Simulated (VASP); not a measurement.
# CdHg2Se3 (C2) in VASP: notebook

The runs below take CdHg2Se3 through single point, with LDA, PBE.

All numbers are computed with VASP 6.6.1; they aren't measurements. Logs are shortened: lines on timing, memory, paths and dates and some standing lists are left out, and cuts for length are marked.

## Step 1: The cell of the first run

Symmetry: C2, No. 5, monoclinic system. Conventional cell: a = 7.353 Å, b = 4.733 Å, c = 10.064 Å, α = 90.00°, β = 95.62°, γ = 90.00°. Cd (site symmetry 2) has 4 Se at 2.68 to 2.76 Å within 3.5 Å. Within 4.3 Å of Hg (site symmetry 1) lie 6 Se at 2.51 to 3.64 Å and 1 Hg at 3.82 Å and 3 Cd at 4.04 to 4.29 Å. Se (site symmetry 2) has 4 Hg at 2.52 to 3.38 Å within 3.4 Å. Se (site symmetry 1) has 1 Hg at 2.51 Å and 2 Cd at 2.68 to 2.76 Å within 3.3 Å.

## Step 2: Single point, LDA

Input file INCAR:

```
PREC = Accurate
ENCUT = 520
EDIFF = 1E-7
ISMEAR = 0
SIGMA = 0.02
LREAL = F
LASPH = T
NELM = 100
ALGO = Normal
ISIF = 2
LWAVE = F
LCHARG = F
NBANDS = 36
```

Input file KPOINTS:

```
regular mesh
0
Gamma
  8 8 4
```

Input file POSCAR:

```
CdHg2Se3
1.0
    3.6762645000     -2.3664497000      0.0000000000
    3.6762645000      2.3664497000      0.0000000000
   -0.9860705000      0.0000000000     10.0152070000
Cd Hg Se
1 2 3
Direct
    0.3626760000      0.6373240000      0.0000000000
    0.9961470000      0.2820260000      0.6706310000
    0.7179740000      0.0038530000      0.3293690000
    0.5110200000      0.4889800000      0.5000000000
    0.9466300000      0.5344470000      0.1540750000
    0.4655530000      0.0533700000      0.8459250000
```

Potentials or basis: VASP PAW LDA potentials, release 64 (Cd, Hg, Se).

On the command line:

```bash
cat potpaw_LDA.64/Cd/POTCAR potpaw_LDA.64/Hg/POTCAR potpaw_LDA.64/Se/POTCAR > POTCAR
mpirun -np 1 vasp_std > vasp.out
```

OUTCAR:

```text
PREC = Accurate
   ENCUT = 520
   EDIFF = 1E-7
   ISMEAR = 0
   LREAL = F
   LASPH = T
   NELM = 100
   ISIF = 2

 ion  position               nearest neighbor table
   1  0.363  0.637  0.000-   5 2.68   6 2.68   5 2.76   6 2.76
   2  0.996  0.282  0.671-   6 2.51   4 2.52   3 3.82
   3  0.718  0.004  0.329-   5 2.51   4 2.52   2 3.82
   4  0.511  0.489  0.500-   2 2.52   3 2.52
   5  0.947  0.534  0.154-   3 2.51   1 2.68   1 2.76
   6  0.466  0.053  0.846-   2 2.51   1 2.68   1 2.76

  LATTYP: Found a base centered monoclinic cell.
 ALAT       =     7.3525290000
 B/A-ratio  =     0.6437104022
 C/A-ratio  =     1.3687307941
 COS(beta)  =    -0.0979835527

  Lattice vectors:

 A1 = (   3.6762645000,  -2.3664497000,   0.0000000000)
 A2 = (   3.6762645000,   2.3664497000,   0.0000000000)
 A3 = (  -0.9860705000,   0.0000000000,  10.0152070000)

Analysis of symmetry for initial positions (statically):
=====================================================================
 Subroutine PRICEL returns:
 Original cell was already a primitive cell.

 Routine SETGRP: Setting up the symmetry group for a
 base centered monoclinic supercell.

 Subroutine GETGRP returns: Found  2 space group operations
 (whereof  2 operations were pure point group operations)
 out of a pool of  4 trial point group operations.

The static configuration has the point symmetry C_2 .

Analysis of symmetry for dynamics (positions and initial velocities):
=====================================================================
 Subroutine PRICEL returns:
 Original cell was already a primitive cell.

 Routine SETGRP: Setting up the symmetry group for a
 base centered monoclinic supercell.

 Subroutine GETGRP returns: Found  2 space group operations
 (whereof  2 operations were pure point group operations)
 out of a pool of  4 trial point group operations.

The dynamic configuration has the point symmetry C_2 .

 Subroutine INISYM returns: Found  2 space group operations
 (whereof  2 operations are pure point group operations),
 and found     1 'primitive' translations

----------------------------------------------------------------------------------------

                                     Primitive cell

  volume of cell :     174.2585

  direct lattice vectors                    reciprocal lattice vectors
     3.676264500 -2.366449700  0.000000000     0.136007624 -0.211286976  0.013390947
     3.676264500  2.366449700  0.000000000     0.136007624  0.211286976  0.013390947
    -0.986070500  0.000000000 10.015207000     0.000000000  0.000000000  0.099848161

  length of vectors
     4.372071003  4.372071003 10.063632857     0.251633816  0.251633816  0.099848161

  position of ions in fractional coordinates (direct lattice)
     0.362676000  0.637324000  0.000000000
     0.996147000  0.282026000  0.670631000
     0.717974000  0.003853000  0.329369000
     0.511020000  0.488980000  0.500000000
     0.946630000  0.534447000  0.154075000
     0.465553000  0.053370000  0.845925000

  ion indices of the primitive-cell ions
   primitive index   ion index
                 1           1
                 2           2
                 3           3
                 4           4
                 5           5
                 6           6

----------------------------------------------------------------------------------------

 KPOINTS: regular mesh

Automatic generation of k-mesh.
 Grid dimensions read from file:
 generate k-points for:    8    8    4

 Generating k-lattice:

  Cartesian coordinates                     Fractional coordinates (reciprocal lattice)
     0.017000953 -0.026410872  0.001673868     0.125000000  0.000000000 -0.000000000
     0.017000953  0.026410872  0.001673868     0.000000000  0.125000000 -0.000000000
     0.000000000  0.000000000  0.024962040     0.000000000  0.000000000  0.250000000

  Length of vectors
     0.031454227  0.031454227  0.024962040

  Shift w.r.t. Gamma in fractional coordinates (k-lattice)
     0.000000000  0.000000000  0.000000000

 Subroutine IBZKPT returns following result:
 ===========================================

 Found     78 irreducible k-points:

 Following reciprocal coordinates:
            Coordinates               Weight
  0.000000  0.000000  0.000000      1.000000
  0.125000 -0.000000  0.000000      4.000000
  0.250000 -0.000000  0.000000      4.000000
  0.375000 -0.000000  0.000000      4.000000
  0.500000 -0.000000  0.000000      2.000000
  0.125000  0.125000  0.000000      2.000000
[... 16 lines left out ...]
  0.125000 -0.000000  0.250000      4.000000
  0.250000 -0.000000  0.250000      4.000000
 [... further k-points ...]
   k-points           NKPTS =     78   k-points in BZ     NKDIM =     78   number of bands    NBANDS=     36
   number of dos      NEDOS =    301   number of ions     NIONS =      6
   total plane-waves  NPLWV = 103680
   dimension x,y,z NGX =    36 NGY =   36 NGZ =   80
   dimension x,y,z NGXF=    72 NGYF=   72 NGZF=  160
   ions per type =               1   2   3
   NGX,Y,Z   is equivalent  to a cutoff of  13.69, 13.69, 13.22 a.u.
   NGXF,Y,Z  is equivalent  to a cutoff of  27.38, 27.38, 26.43 a.u.
 SYSTEM =  unknown system
   PREC   = accura    normal or accurate (medium, high low for compatibility)
   ISTART =      0    job   : 0-new  1-cont  2-samecut
   ICHARG =      2    charge: 1-file 2-atom 10-const
   ISPIN  =      1    spin polarized calculation?
   LNONCOLLINEAR =      F non collinear calculations
   LSORBIT =      F    spin-orbit coupling
   LASPH  =      T    aspherical Exc in radial PAW
   ENCUT  =  520.0 eV  38.22 Ry    6.18 a.u.   8.13  8.13 18.71*2*pi/ulx,y,z
   NELM   =    100;   NELMIN=  2; NELMDL= -5     # of ELM steps
   EDIFF  = 0.1E-06   stopping-criterion for ELM
   LREAL  =      F    real-space projection
   EDIFFG = 0.1E-05   stopping-criterion for IOM
   NSW    =      0    number of steps for IOM
   IBRION =     -1    ionic relax: 0-MD 1-quasi-New 2-CG
   NFREE  =      0    steps in history (QN), initial steepest desc. (CG)
   ISIF   =      2    stress and relaxation
   ISYM   =      2    0-nonsym 1-usesym 2-fastsym
   POTIM  = 0.5000    time-step for ionic-motion
   TEBEG  =    0.0;   TEEND  =   0.0 temperature during run
   PSTRESS=    0.0 pullay stress
   NELECT =      54.0000    total number of electrons
   NUPDOWN=      -1.0000    fix difference up-down
   EMIN   =  10.00;   EMAX   =-10.00  energy-range for DOS
   EFERMI =   0.00;   METHOD = LEGACY
   ISMEAR =     0;   SIGMA  =   0.02  broadening in eV -4-tet -1-fermi 0-gaus
   EFERMI_NEDOS =   21; number of points for ismear=-14 and -15
   IALGO  =     38    algorithm
   IMIX   =      4    mixing-type and parameters
     AMIX     =   0.40;   BMIX     =  1.00
     AMIX_MAG =   1.60;   BMIX_MAG =  1.00
  volume/ion in A,a.u.               =      29.04       195.99
  Fermi-wavevector in a.u.,A,eV,Ry     =   1.107834  2.093503 16.698384  1.227297
  Thomas-Fermi vector in A             =   2.244354
   LORBIT       =      0    0 simple, 1 ext, 2 COOP (PROOUT), +10 PAW based schemes
   GGA     = CA    functional components
   LHFCALC =     F    Hartree Fock is set to
   AEXX    =    0.0000 exact exchange contribution
   IVDW    =     0    specifies the selected vdW correction
   LEPSILON=     F    determine dielectric tensor
   LRPA    =     F    only Hartree local field effects (RPA)
 non-spin polarized calculation
 Gauss-broadening in eV      SIGMA  =   0.02
  energy-cutoff  :      520.00
  volume of cell :      174.26
 maximum number of plane-waves:      4728
 NGX is ok and might be reduce to    36
   NGX = 17   NGY = 17   NGZ = 37

 number of electron      54.0000004 magnetization

 Free energy of the ion-electron system (eV)
  ---------------------------------------------------
  ext. energy  EPLUGINS =         0.00000000
  ---------------------------------------------------
  free energy    TOTEN  =       -17.12145380 eV

  energy without entropy =      -17.12145380  energy(sigma->0) =      -17.12145380

 E-fermi :   1.0390     XC(G=0):  -9.3750

 val. band max:        0.9522612556   @ k =   0.0000   0.0000   0.5000
 cond. band min:       1.7829437121   @ k =   0.0000   0.0000   0.0000
 fundamental gap:      0.8306824566
 Fermi energy:         1.0389991988

 k-point     1 :       0.0000    0.0000    0.0000
  band No.  band energies     occupation
      1     -11.9662      2.00000
      2     -11.3085      2.00000
      3     -11.2906      2.00000
      4      -6.9963      2.00000
      5      -6.8487      2.00000
      6      -6.8043      2.00000
[... 28 lines left out ...]
     35       6.8550      0.00000
     36       7.6808      0.00000

 k-point     2 :       0.1250   -0.0000    0.0000
  band No.  band energies     occupation
      1     -11.9174      2.00000
      2     -11.3187      2.00000
      3     -11.2602      2.00000
      4      -6.9877      2.00000
      5      -6.8425      2.00000
      6      -6.7948      2.00000
[... 28 lines left out ...]
     35       6.9594      0.00000
     36       7.5668      0.00000

 k-point     3 :       0.2500   -0.0000    0.0000
  band No.  band energies     occupation
      1     -11.7911      2.00000
      2     -11.3129      2.00000
      3     -11.2222      2.00000
      4      -6.9641      2.00000
      5      -6.8444      2.00000
      6      -6.7625      2.00000
[... 28 lines left out ...]
     35       6.9482      0.00000
     36       7.3118      0.00000

 k-point     4 :       0.3750   -0.0000    0.0000
  band No.  band energies     occupation
      1     -11.6468      2.00000
      2     -11.3022      2.00000
      3     -11.2013      2.00000
      4      -6.9389      2.00000
      5      -6.8497      2.00000
      6      -6.7350      2.00000
[... 28 lines left out ...]
     35       7.1832      0.00000
     36       7.5349      0.00000

 k-point     5 :       0.5000   -0.0000    0.0000
  band No.  band energies     occupation
      1     -11.5774      2.00000
      2     -11.3014      2.00000
      3     -11.1967      2.00000
      4      -6.9289      2.00000
      5      -6.8508      2.00000
      6      -6.7145      2.00000
[... 655 lines left out ...]
 k-point    22 :       0.0000    0.0000    0.2500
  band No.  band energies     occupation
      1     -11.9216      2.00000
      2     -11.5294      2.00000
      3     -11.1067      2.00000
      4      -7.0061      2.00000
      5      -6.8378      2.00000
      6      -6.8056      2.00000
[... 28 lines left out ...]
     35       6.9948      0.00000
     36       7.4566      0.00000

 k-point    23 :       0.1250   -0.0000    0.2500
  band No.  band energies     occupation
      1     -11.8655      2.00000
      2     -11.5288      2.00000
      3     -11.0951      2.00000
      4      -6.9964      2.00000
      5      -6.8253      2.00000
      6      -6.8001      2.00000
[... 28 lines left out ...]
     35       6.8270      0.00000
     36       7.1808      0.00000

 k-point    24 :       0.2500   -0.0000    0.2500
  band No.  band energies     occupation
      1     -11.7439      2.00000
      2     -11.4728      2.00000
      3     -11.1058      2.00000
      4      -6.9729      2.00000
      5      -6.8411      2.00000
      6      -6.7602      2.00000
[... 28 lines left out ...]
     35       6.8976      0.00000
     36       7.4180      0.00000

 [... further k-points ...]

------------------------ aborting loop because EDIFF is reached ----------------------------------------

  FORCE on cell =-STRESS in cart. coord.  units (eV):
  Direction    XX          YY          ZZ          XY          YZ          ZX
  --------------------------------------------------------------------------------------
  -------------------------------------------------------------------------------------
  Total       -4.2793680     -4.2961274     -4.8299859      0.0000000      0.0000000     -0.0744794
  in kB      -39.3456080    -39.4996982    -44.4081302      0.0000000      0.0000000     -0.6847829
  external PRESSURE =     -41.0844788 kB  Pullay stress =       0.0000000 kB

 VOLUME and BASIS-vectors are now :
 -----------------------------------------------------------------------------
  energy-cutoff  :      520.00
  volume of cell :      174.26
      direct lattice vectors                 reciprocal lattice vectors
     3.676264500 -2.366449700  0.000000000     0.136007624 -0.211286976  0.013390947
     3.676264500  2.366449700  0.000000000     0.136007624  0.211286976  0.013390947
    -0.986070500  0.000000000 10.015207000     0.000000000  0.000000000  0.099848161

 POSITION                                       TOTAL-FORCE (eV/Angst)
 -----------------------------------------------------------------------------------
      3.67626      0.64994      0.00000         0.000000     -0.081976      0.000000
      4.03761     -1.68993      6.71651         0.007072     -0.005388     -0.010342
      2.32885     -1.68993      3.29870        -0.007072     -0.005388      0.010342
      3.18323     -0.05216      5.00760         0.000000     -0.231861      0.000000
      5.29290     -0.97541      1.54309         0.103219      0.162307     -0.023338
      1.07356     -0.97541      8.47211        -0.103219      0.162307      0.023338
 -----------------------------------------------------------------------------------
    total drift:                                0.000000      0.000223      0.000000

  FREE ENERGIE OF THE ION-ELECTRON SYSTEM (eV)
  ---------------------------------------------------
  free  energy   TOTEN  =       -17.1214537964 eV

  energy  without entropy=      -17.1214537964  energy(sigma->0) =      -17.12145380
```

It took 3.9 min on 1 thread of Intel Xeon 6975P-C (Granite Rapids), shared host; peak memory 0.57 GiB.

Results:

```yaml
Free_energy: -17.1215 eV
Pressure: -4.1 GPa
Largest_force: 0.232 eV/Å
Band_gap_on_the_k_mesh: 0.83 eV (least direct gap 0.86 eV)
```

Forces on the atoms (eV/Å):
```
Cd   0.000 -0.082  0.000
Hg   0.007 -0.005 -0.010
Hg  -0.007 -0.005  0.010
Se   0.000 -0.232  0.000
Se   0.103  0.162 -0.023
Se  -0.103  0.162  0.023
```

Caveat: the cell stands under tension; spin-orbit coupling is left out, which moves the levels of the heavy elements.

## Step 3: Single point, PBE (29.91 Å³/atom)

This run uses another cell than the first one, of 29.91 Å³/atom.

Input file INCAR:

```
SYSTEM = CdHg2Se3
PREC = Accurate
ENCUT = 520
EDIFF = 1E-6
ISMEAR = 0
SIGMA = 0.02
LREAL = .FALSE.
LASPH = .TRUE.
NELM = 60
ALGO = Normal
ISIF = 2
LWAVE = .FALSE.
LCHARG = .TRUE.
GGA = PE
LELF = .TRUE.
LVHAR = .TRUE.
NBANDS = 36
```

Input file KPOINTS:

```
Automatic mesh
0
G
  8 8 4
  0 0 0
```

Input file POSCAR:

```
CdHg2Se3
1.0
    3.6670253270     -2.4342662803     -0.0156100497
    3.6670253270      2.4342662803     -0.0156100497
   -1.0261185984      0.0000000000     10.0579122193
Cd Hg Se
1 2 3
Direct
    0.3554624128      0.6445375872      0.0000000000
    0.9977924625      0.2714118017      0.6713951325
    0.7285881983      0.0022075375      0.3286048675
    0.5259331993      0.4740668007      0.5000000000
    0.9370859409      0.5448622139      0.1522221605
    0.4551377861      0.0629140591      0.8477778395
```

Potentials or basis: VASP PAW PBE potentials, release 64 (Cd, Hg, Se).

On the command line:

```bash
cat potpaw_PBE.64/Cd/POTCAR potpaw_PBE.64/Hg/POTCAR potpaw_PBE.64/Se/POTCAR > POTCAR
mpirun -np 1 vasp_std > vasp.out
```

It took 3.6 min on 1 thread of Intel Xeon 6975P-C (Granite Rapids), shared host; peak memory 0.64 GiB.

Results (log left out):

| Property | Result |
| --- | --- |
| Free energy | -13.3741 eV |
| Pressure | 0.0 GPa |
| Largest force | 0.084 eV/Å |
| Band gap on the k mesh | 1.01 eV (least direct gap 1.02 eV) |

Forces on the atoms (eV/Å):
```
Cd   0.000 -0.004  0.000
Hg   0.002  0.005 -0.002
Hg  -0.002  0.005  0.002
Se   0.000  0.084  0.000
Se  -0.018 -0.045 -0.032
Se   0.018 -0.045  0.032
```

Stress tensor (GPa, compression positive):
```
-0.12  0.00  0.11
 0.00  0.08  0.00
 0.11  0.00  0.10
```

Levels at points of the mesh, in eV from the valence-band top:
```
           k point  band 23  band 24  band 25  band 26  band 27  band 28  band 29  band 30  band 31  band 32
(0.00, 0.00, 0.00)    -1.12    -0.88    -0.51    -0.29    -0.01     1.01     2.74     2.98     3.85     4.41
(0.50, 0.00, 0.00)    -1.93    -1.48    -1.16    -0.55    -0.40     1.67     2.59     2.80     3.62     5.30
(0.50, 0.50, 0.00)    -2.07    -1.91    -1.25    -1.21    -0.92     1.84     2.52     2.71     3.02     4.34
(0.00, 0.00, 0.50)    -0.98    -0.92    -0.49    -0.29     0.00     1.80     2.07     2.72     3.85     5.35
(0.50, 0.00, 0.50)    -2.10    -1.47    -1.09    -0.57    -0.40     1.75     2.55     3.22     3.39     5.06
(0.50, 0.50, 0.50)    -2.03    -1.88    -1.86    -1.16    -0.74     1.96     2.47     2.64     3.67     3.82
```

Caveat: spin-orbit coupling is left out, which moves the levels of the heavy elements.
